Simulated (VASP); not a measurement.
# CdSnRh2Se4 (I-42m) in VASP: single point with PBE

Aim: the single point of CdSnRh2Se4 with PBE.

Everything below comes from runs of VASP 6.6.1. Logs are shortened: lines on timing, memory, paths and dates and some standing lists are left out, and cuts for length are marked.

### 1 The cell of the first run

Symmetry: I-42m, No. 121, tetragonal system. The conventional cell has a = 5.917 Å, b = 5.917 Å, c = 11.378 Å, α = 90.00°, β = 90.00°, γ = 90.00°. Sn (site symmetry -42m) has 4 Se at 2.45 Å within 3.2 Å. Within 3.3 Å of Rh (site symmetry -4) lie 4 Se at 2.48 Å. Within 3.2 Å of Se (site symmetry m) lie 1 Sn at 2.45 Å and 2 Rh at 2.48 Å and 1 Cd at 2.73 Å. Within 3.6 Å of Cd (site symmetry -42m) lie 4 Se at 2.73 Å.

### 2 Single point, PBE

INCAR reads:

```
  PREC = Accurate
  ENCUT = 520
  EDIFF = 1E-6
  ISMEAR = -1
  SIGMA = 0.1
  LREAL = F
  LASPH = T
  NELM = 60
  ALGO = Normal
  ISIF = 2
  LWAVE = F
  LCHARG = F
  GGA = PE
  NBANDS = 50
```

KPOINTS reads:

```
Automatic mesh
0
Gamma
  7 7 7
```

POSCAR reads:

```
CdSnRh2Se4
1.0
    0.0000000000      5.9172000000      0.0000000000
    5.9172000000      0.0000000000      0.0000000000
    2.9586000000      2.9586000000     -5.6891360000
Sn Rh Se Cd
1 2 4 1
Direct
    0.5000000000      0.5000000000      0.0000000000
    0.2500000000      0.7500000000      0.5000000000
    0.7500000000      0.2500000000      0.5000000000
    0.4042000000      0.4042000000      0.7326000000
    0.5958000000      0.1368000000      0.2674000000
    0.8632000000      0.8632000000      0.7326000000
    0.1368000000      0.5958000000      0.2674000000
    0.0000000000      0.0000000000      0.0000000000
```

Potentials or basis: VASP PAW PBE potentials, release 64 (Sn_d, Rh_pv, Se, Cd).

Started as:

```sh
$ cat potpaw_PBE.64/Sn_d/POTCAR potpaw_PBE.64/Rh_pv/POTCAR potpaw_PBE.64/Se/POTCAR potpaw_PBE.64/Cd/POTCAR > POTCAR
$ mpirun -np 1 vasp_std > vasp.out
```

OUTCAR:

```text
PREC = Accurate
   ENCUT = 520
   EDIFF = 1E-6
   ISMEAR = -1
   LREAL = F
   LASPH = T
   NELM = 60
   ISIF = 2
   GGA = PE

 ion  position               nearest neighbor table
   1  0.500  0.500  0.000-   4 2.45   5 2.45   6 2.45   7 2.45
   2  0.250  0.750  0.500-   4 2.48   5 2.48   6 2.48   7 2.48
   3  0.750  0.250  0.500-   4 2.48   5 2.48   6 2.48   7 2.48
   4  0.404  0.404  0.733-   1 2.45   2 2.48   3 2.48   8 2.73
   5  0.596  0.137  0.267-   1 2.45   2 2.48   3 2.48   8 2.73
   6  0.863  0.863  0.733-   1 2.45   2 2.48   3 2.48   8 2.73
   7  0.137  0.596  0.267-   1 2.45   2 2.48   3 2.48   8 2.73
   8  0.000  0.000  0.000-   4 2.73   5 2.73   6 2.73   7 2.73

  LATTYP: Found a body centered tetragonal cell.
 ALAT       =     5.9172000000
 C/A-ratio  =     1.9229148922

  Lattice vectors:

 A1 = (  -2.9586000000,   2.9586000000,   5.6891360000)
 A2 = (   2.9586000000,  -2.9586000000,   5.6891360000)
 A3 = (   2.9586000000,   2.9586000000,  -5.6891360000)

Analysis of symmetry for initial positions (statically):
=====================================================================
 Subroutine PRICEL returns:
 Original cell was already a primitive cell.

 Routine SETGRP: Setting up the symmetry group for a
 body centered tetragonal supercell.

 Subroutine GETGRP returns: Found  8 space group operations
 (whereof  8 operations were pure point group operations)
 out of a pool of 16 trial point group operations.

The static configuration has the point symmetry D_2d.

Analysis of symmetry for dynamics (positions and initial velocities):
=====================================================================
 Subroutine PRICEL returns:
 Original cell was already a primitive cell.

 Routine SETGRP: Setting up the symmetry group for a
 body centered tetragonal supercell.

 Subroutine GETGRP returns: Found  8 space group operations
 (whereof  8 operations were pure point group operations)
 out of a pool of 16 trial point group operations.

The dynamic configuration has the point symmetry D_2d.

 Subroutine INISYM returns: Found  8 space group operations
 (whereof  8 operations are pure point group operations),
 and found     1 'primitive' translations

----------------------------------------------------------------------------------------
[... 102 lines left out ...]
   LASPH  =      T    aspherical Exc in radial PAW
   ENCUT  =  520.0 eV  38.22 Ry    6.18 a.u.  11.00 11.00 13.13*2*pi/ulx,y,z
   NELM   =     60;   NELMIN=  2; NELMDL= -5     # of ELM steps
   EDIFF  = 0.1E-05   stopping-criterion for ELM
   LREAL  =      F    real-space projection
   EDIFFG = 0.1E-04   stopping-criterion for IOM
   NSW    =      0    number of steps for IOM
   IBRION =     -1    ionic relax: 0-MD 1-quasi-New 2-CG
   NFREE  =      0    steps in history (QN), initial steepest desc. (CG)
   ISIF   =      2    stress and relaxation
   ISYM   =      2    0-nonsym 1-usesym 2-fastsym
   POTIM  = 0.5000    time-step for ionic-motion
   TEBEG  =    0.0;   TEEND  =   0.0 temperature during run
   PSTRESS=    0.0 pullay stress
   NELECT =      80.0000    total number of electrons
   NUPDOWN=      -1.0000    fix difference up-down
   EMIN   =  10.00;   EMAX   =-10.00  energy-range for DOS
   EFERMI =   0.00;   METHOD = LEGACY
   ISMEAR =    -1;   SIGMA  =   0.10  broadening in eV -4-tet -1-fermi 0-gaus
   EFERMI_NEDOS =   21; number of points for ismear=-14 and -15
   IALGO  =     38    algorithm
   IMIX   =      4    mixing-type and parameters
     AMIX     =   0.40;   BMIX     =  1.00
     AMIX_MAG =   1.60;   BMIX_MAG =  1.00
  volume/ion in A,a.u.               =      24.90       168.03
  Fermi-wavevector in a.u.,A,eV,Ry     =   1.207847  2.282500 19.849460  1.458894
  Thomas-Fermi vector in A             =   2.343472
   LORBIT       =      0    0 simple, 1 ext, 2 COOP (PROOUT), +10 PAW based schemes
   GGA     = PE    functional components
   LHFCALC =     F    Hartree Fock is set to
   AEXX    =    0.0000 exact exchange contribution
   IVDW    =     0    specifies the selected vdW correction
   LEPSILON=     F    determine dielectric tensor
   LRPA    =     F    only Hartree local field effects (RPA)
 non-spin polarized calculation
  energy-cutoff  :      520.00
  volume of cell :      199.20
 maximum number of plane-waves:      5381
 NGX is ok and might be reduce to    48
   NGX = 21   NGY = 21   NGZ = 27

 number of electron      80.0000008 magnetization

 Free energy of the ion-electron system (eV)
  ---------------------------------------------------
  ext. energy  EPLUGINS =         0.00000000
  ---------------------------------------------------
  free energy    TOTEN  =       -33.46730623 eV

  energy without entropy =      -33.28220309  energy(sigma->0) =      -33.37475466

 E-fermi :   4.5636     XC(G=0):  -9.6328

 val. band max:        4.5527852515   @ k =   0.2857   0.2857   0.0000
 cond. band min:       4.5683453729   @ k =  -0.2857   0.0000   0.1429
 fundamental gap:      0.0155601214
 Fermi energy:         4.5636244707

 k-point     1 :       0.0000    0.0000    0.0000
  band No.  band energies     occupation
      1     -41.2277      2.00000
      2     -41.2271      2.00000
      3     -41.1950      2.00000
      4     -41.1950      2.00000
      5     -41.1919      2.00000
      6     -41.1919      2.00000
[... 1261 lines left out ...]
     49       9.2483      0.00000
     50       9.4006      0.00000

 [... further k-points ...]
[... 5 lines left out ...]
  --------------------------------------------------------------------------------------
  -------------------------------------------------------------------------------------
  Total        3.9754229      3.9754229      7.2729737      0.0000000     -0.0000000      0.0000000
  in kB       31.9753347     31.9753347     58.4983730      0.0000000     -0.0000000      0.0000000
  external PRESSURE =      40.8163475 kB  Pullay stress =       0.0000000 kB

 VOLUME and BASIS-vectors are now :
 -----------------------------------------------------------------------------
  energy-cutoff  :      520.00
  volume of cell :      199.20
      direct lattice vectors                 reciprocal lattice vectors
     0.000000000  5.917200000  0.000000000     0.000000000  0.168998851  0.087886807
     5.917200000  0.000000000  0.000000000     0.168998851  0.000000000  0.087886807
     2.958600000  2.958600000 -5.689136000     0.000000000  0.000000000 -0.175773615

 POSITION                                       TOTAL-FORCE (eV/Angst)
 -----------------------------------------------------------------------------------
      2.95860      2.95860      0.00000         0.000000      0.000000      0.000000
      5.91720      2.95860     -2.84457        -0.000000      0.000000      0.000000
      2.95860      5.91720     -2.84457         0.000000     -0.000000      0.000000
      4.55920      4.55920     -4.16786        -1.243222     -1.243222      1.643173
      1.60060      4.31660     -1.52127        -1.243222      1.243222     -1.643173
      7.27520      7.27520     -4.16786         1.243222      1.243222      1.643173
      4.31660      1.60060     -1.52127         1.243222     -1.243222     -1.643173
      0.00000      0.00000      0.00000        -0.000000      0.000000      0.000000
 -----------------------------------------------------------------------------------
    total drift:                               -0.000002     -0.000002      0.000002

  FREE ENERGIE OF THE ION-ELECTRON SYSTEM (eV)
  ---------------------------------------------------
  free  energy   TOTEN  =       -33.4673062282 eV

  energy  without entropy=      -33.2822030929  energy(sigma->0) =      -33.37475466
```

Wall time 9 min (1 thread of Oxide Virtual Turin-like, shared host); peak memory 0.56 GiB.

What came out:

- Free energy: -33.4673 eV
- Pressure: 4.1 GPa
- Largest force: 2.406 eV/Å
- Band gap on the k mesh: zero (band 40 reaches 4.93 eV, above the bottom of band 41 at 4.34 eV)

Forces in eV/Å, atoms in the order of the input:
```
Sn   0.000  0.000  0.000
Rh   0.000  0.000  0.000
Rh   0.000  0.000  0.000
Se  -1.243 -1.243  1.643
Se  -1.243  1.243 -1.643
Se   1.243  1.243  1.643
Se   1.243 -1.243 -1.643
Cd   0.000  0.000  0.000
```

Levels at points of the mesh, in eV from the Fermi level:
| k point | band 37 | band 38 | band 39 | band 40 | band 41 | band 42 | band 43 | band 44 |
| --- | --- | --- | --- | --- | --- | --- | --- | --- |
| (0.00, 0.00, 0.00) | -1.41 | -0.98 | -0.93 | -0.12 | 0.57 | 1.03 | 1.03 | 2.39 |

Caveat: spin-orbit coupling is left out, which moves the levels of the heavy elements; forces of over 1 eV/Å act on the atoms, so gaps and moduli don't describe the material at rest.
